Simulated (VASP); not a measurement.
Input of a VASP 6.6.1 run:

File INCAR:

```
PREC = Accurate
ENCUT = 520
EDIFF = 1E-6
ISMEAR = 0
SIGMA = 0.1
LREAL = False
LASPH = True
NELM = 100
ALGO = Normal
ISIF = 2
LWAVE = False
LCHARG = False
GGA = PE
NBANDS = 13
```

The input KPOINTS:

```
Automatic mesh
0
Gamma
  14 14 14
```

The input POSCAR:

```
SbBr
1.0
    0.0000000000      3.5270810918      3.5270810918
    3.5270810918      0.0000000000      3.5270810918
    3.5270810918      3.5270810918      0.0000000000
Sb Br
1 1
Direct
    0.0000000000      0.0000000000      0.0000000000
    0.2500000000      0.2500000000      0.2500000000
```

Potentials or basis: VASP PAW PBE potentials, release 64 (Sb, Br).

The run is started by

```sh
$ cat potpaw_PBE.64/Sb/POTCAR potpaw_PBE.64/Br/POTCAR > POTCAR
$ mpirun -np 1 vasp_std > vasp.out
```

**Question.** Predict the pressure.

**Answer.** -0.1 GPa.

**Question.** What does it give for the band gap on the k mesh?

**Answer.** Zero (band 6 reaches 2.57 eV, above the bottom of band 7 at 2.02 eV).

Caveat: spin-orbit coupling is left out, which moves the levels of the heavy elements.
